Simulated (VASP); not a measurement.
Input of a VASP 6.6.1 run:

Contents of INCAR:

```
PREC = Accurate ; ENCUT = 520
EDIFF = 1E-6 ; ISMEAR = -1
SIGMA = 0.05 ; LREAL = F
LASPH = T ; NELM = 60
ALGO = Normal ; ISIF = 2
LWAVE = F ; LCHARG = F
GGA = PS ; NBANDS = 32
```

KPOINTS

```
Automatic mesh
0
Gamma
  8 8 8
```

File POSCAR:

```
NbCd3
1.0
    4.2315374934      0.0000000000      0.0000000000
    0.0000000000      4.2315374934      0.0000000000
    0.0000000000      0.0000000000      4.2315374934
Nb Cd
1 3
Direct
    0.0000000000      0.0000000000      0.0000000000
    0.0000000000      0.5000000000      0.5000000000
    0.5000000000      0.0000000000      0.5000000000
    0.5000000000      0.5000000000      0.0000000000
```

Potentials or basis: VASP PAW PBE potentials, release 64 (Nb_sv, Cd).

The run is started by

```bash
$ cat potpaw_PBE.64/Nb_sv/POTCAR potpaw_PBE.64/Cd/POTCAR > POTCAR
$ mpirun -np 1 vasp_std > vasp.out
```

Estimate the pressure.

0.5 GPa.

Caveat: the PAW data sets were made with another functional, which shifts forces and pressure a little.
